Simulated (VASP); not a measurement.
BaTiO3: single point with PBE

The system is BaTiO3.

```xyz
10
Lattice="4.0073 0.0000 0.0000 0.0000 4.0073 0.0000 0.0000 0.0000 8.0146" Properties=species:S:1:pos:R:3 pbc="T T T"
Ba    2.3139    2.3844    1.9229
Ba    2.0570    1.8276    6.1203
Ti    0.1419    4.0001    0.1061
Ti    3.8069    3.8918    4.1558
O     2.2804    3.7093    7.8525
O     1.7205    3.8733    4.0115
O     3.8827    2.3866    7.8876
O     3.8235    1.8548    4.1970
O     3.8544    0.0411    1.7952
O     0.1626    0.0749    6.0314
```

```yaml
Program: VASP 6.6.1
Task: single point
Functional: PBE
Potentials_or_basis: VASP PAW PBE potentials, release 64 (Ba_sv, Ti_sv, O)
Cutoff: 520 eV
k_mesh: 3 × 3 × 2
Occupations: fermi-dirac, width 0.05 eV
Spin: no spin polarisation
```

* Pressure: 20.9 GPa
* Largest force: 8.071 eV/Å
* Band gap on the k mesh: 1.47 eV, direct

Forces in eV/Å, atoms in the order of the input:
```
Ba  -3.224 -3.860  1.094
Ba  -0.740  0.583 -0.782
Ti   1.462  2.836 -4.271
Ti   2.129  0.945  2.500
O   -4.480  4.147  0.138
O    1.531 -0.013 -0.688
O    3.019 -7.468  0.500
O   -0.351  1.007 -1.431
O    1.942  2.204  4.575
O   -1.286 -0.380 -1.635
```

Stress tensor (GPa, compression positive):
```
16.88  2.17 -3.58
 2.17 22.98 -0.95
-3.58 -0.95 22.81
```

Levels at points of the mesh, in eV from the valence-band top:
```tsv
k point	band 37	band 38	band 39	band 40	band 41	band 42	band 43	band 44
(0.00, 0.00, 0.00)	-1.03	-0.90	-0.63	0.00	1.47	1.75	1.82	2.66
(0.00, 0.00, 0.50)	-1.10	-1.01	-0.79	-0.02	1.48	1.92	2.05	2.65
```

Run time: 64 s on 1 thread of Intel(R) Xeon(R) Platinum 8488C (Sapphire Rapids) (shared host), peak memory 0.24 GiB.

Caveat: the k points lie up to 0.52 Å⁻¹ apart; spin-orbit coupling is left out, which moves the levels of the heavy elements; forces of over 1 eV/Å act on the atoms, so gaps and moduli don't describe the material at rest. A k mesh can miss the band edges.
